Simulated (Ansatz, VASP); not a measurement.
## One calculation of Te2Mo, two programs

Contents of POSCAR:

```
Te2Mo
1.0
    0.0000000000      3.3148317929      3.3148317929
    3.3148317929      0.0000000000      3.3148317929
    3.3148317929      3.3148317929      0.0000000000
Mo Te
1 2
Direct
    0.0000000000      0.0000000000      0.0000000000
    0.2500000000      0.2500000000      0.2500000000
    0.7500000000      0.7500000000      0.7500000000
```

File INCAR.step1:

```
ALGO     = Normal         # electronic algorithm
EDIFF    = 1E-5           # SCF threshold, eV
ENCUT    = 520            # plane-wave cutoff, eV
GGA      = PE             # functional
ISIF     = 2              # what is computed and relaxed
ISMEAR   = -1             # smearing method
LASPH    = True           # aspherical terms in the spheres
LCHARG   = False          # write CHGCAR
LREAL    = False          # projectors in reciprocal space
LWAVE    = True           # write WAVECAR
NBANDS   = 20             # bands
NELM     = 80             # most SCF steps
PREC     = Accurate       # precision mode
SIGMA    = 0.02           # smearing width, eV
```

File INCAR.step2:

```
AEXX     = 0.3            # exact-exchange fraction
ALGO     = Normal         # electronic algorithm
EDIFF    = 1E-6           # SCF threshold, eV
ENCUT    = 520            # plane-wave cutoff, eV
GGA      = PE             # functional
HFSCREEN = 0.5            # screening, 1/A
ISIF     = 2              # what is computed and relaxed
ISMEAR   = -1             # smearing method
ISTART   = 1            
LASPH    = True           # aspherical terms in the spheres
LCHARG   = False          # write CHGCAR
LHFCALC  = True           # exact exchange
LREAL    = False          # projectors in reciprocal space
LWAVE    = False          # write WAVECAR
NBANDS   = 20             # bands
NELM     = 80             # most SCF steps
PREC     = Accurate       # precision mode
PRECFOCK = Normal       
SIGMA    = 0.02           # smearing width, eV
```

The input KPOINTS:

```
k-points
0
Gamma
  4 4 4
```

Input for Ansatz:

```yaml
crystal:
  lattice:
    - [0.0, 3.3148317929, 3.3148317929]
    - [3.3148317929, 0.0, 3.3148317929]
    - [3.3148317929, 3.3148317929, 0.0]
  atoms:
    - { symbol: Mo, position: [0.0, 0.0, 0.0] }
    - { symbol: Te, position: [0.25, 0.25, 0.25] }
    - { symbol: Te, position: [0.75, 0.75, 0.75] }
kpoints:
  mp_grid: { grid: [4, 4, 4] }
hamiltonian:
  xc: { exchange: pbe, correlation: pbe, exx: { coeff: 0.3, omega: 0.5 } }
scf:
  occupations: { method: fermi_dirac, width: 0.02 }
  n_extra_bands: 4
output:
  forces: true
  stress: true
  eigenvalues: true
```

Alike in both runs: task single point; functional PBE-based screened hybrid with a share of 0.3 of exact exchange and HFSCREEN = 0.5; k mesh 4 × 4 × 4; occupations fermi-dirac, width 0.02 eV; no spin polarisation.

|  | VASP | Ansatz |
| --- | --- | --- |
| version | VASP 6.6.1 | Ansatz 0.2.0 |
| potentials or method | VASP PAW PBE potentials, release 64 (Mo_sv, Te) | plane waves |
| plane-wave cutoff (eV) | 520 | 420 |
| valence electrons in the cell | 26 | 46 |

```tsv
	VASP	Ansatz	Ansatz less VASP
pressure (GPa)	-1.2	-1.0	+0.22
```

VASP's potentials were made for PBE, not for PBE-based screened hybrid. The functional is the same, so the differences come from potentials, cutoffs and numerics. VASP's potentials hold 26 valence electrons a cell and Ansatz's 46, so a difference there can come from the potentials and not from the codes. Ansatz's warnings: filled band counts differ across k points, stress exchange threshold loose, stress scf threshold loose.

The k mesh is coarse, so the values compare programs but aren't converged. Neither program's run includes spin-orbit coupling.
